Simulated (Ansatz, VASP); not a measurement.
# Ta in VASP and in Ansatz

```
Ta
1.0
     3.28205    0.00000    0.00000
     0.00000    3.28205    0.00000
     0.00000    0.00000   19.28200
Ta
3
Direct
  0.00000 0.00000 0.42610
  0.50000 0.50000 0.50000
  0.00000 0.00000 0.57390
```

Alike in both runs: functional PBEsol; k mesh 12 × 12 × 1; occupations fermi-dirac, width 0.05 eV; no spin polarisation.

Ansatz relaxed the structure, and its values are those at the end. VASP's run is a single point on that final structure, the one shown.

```csv
,VASP,Ansatz
version,VASP 6.6.1,Ansatz 0.2.0
potentials or method,"VASP PAW PBE potentials, release 64 (Ta_pv)","PAW with Ansatz's default frozen-core files, scalar-relativistic"
plane-wave cutoff (eV),520,420
valence electrons in the cell,33,39
```

|  | VASP | Ansatz | Ansatz less VASP |
| --- | --- | --- | --- |
| rms of the force components (eV/Å) | 0.008 | 0.000 | -0.0074 |

VASP's potentials were made for PBE, not for PBEsol. The functional is the same, so the differences come from potentials, cutoffs and numerics. VASP's potentials hold 33 valence electrons a cell and Ansatz's 39, so a difference there can come from the potentials and not from the codes. Ansatz's warnings: stress scf threshold loose.

Spin-orbit coupling is off throughout.
